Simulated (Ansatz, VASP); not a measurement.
## CsCl: VASP beside Ansatz

The input INCAR:

```
SYSTEM = CsCl
PREC = Accurate
ENCUT = 500
EDIFF = 1E-6
ISMEAR = 0
SIGMA = 0.01
LREAL = .False.
LASPH = .True.
NELM = 120
ALGO = Normal
ISIF = 2
LWAVE = .False.
LCHARG = .False.
GGA = PE
NBANDS = 15
GGA_COMPAT = .False.
```

The input KPOINTS:

```
Automatic mesh
0
Gamma
  6 6 6
  0 0 0
```

POSCAR

```
CsCl
1.0
    4.2877215256      0.0000000000      0.0000000000
    0.0000000000      4.2877215256      0.0000000000
    0.0000000000      0.0000000000      4.2877215256
Cs Cl
1 1
Direct
    0.0000000000      0.0000000000      0.0000000000
    0.5000000000      0.5000000000      0.5000000000
```

Input for Ansatz:

```yaml
crystal:
  lattice:
    - [4.2877215256, 0.0, 0.0]
    - [0.0, 4.2877215256, 0.0]
    - [0.0, 0.0, 4.2877215256]
  atoms:
    - { symbol: Cs, position: [0.0, 0.0, 0.0] }
    - { symbol: Cl, position: [0.5, 0.5, 0.5] }
kpoints:
  mp_grid: { grid: [6, 6, 6] }
hamiltonian:
  xc: pbe
scf:
  occupations: { method: fixed }
  n_extra_bands: 4
output:
  forces: true
  stress: true
  eigenvalues: true
```

Alike in both runs: task single point; functional PBE; k mesh 6 × 6 × 6; no spin polarisation.

|  | VASP | Ansatz |
| --- | --- | --- |
| version | VASP 6.6.1 | Ansatz 0.2.0 |
| potentials or method | VASP PAW PBE potentials, release 64 (Cs_sv, Cl) | plane waves, PAW |
| plane-wave cutoff (eV) | 500 | 420 |
| occupations | gaussian, width 0.01 eV | fixed |
| valence electrons in the cell | 16 | 16 |

```tsv
	VASP	Ansatz	Ansatz less VASP
gap on the k mesh at the Fermi level (eV)	4.76	4.77	+0.008
pressure (GPa)	-0.7	-0.7	0.00
```

Neither program's run includes spin-orbit coupling.
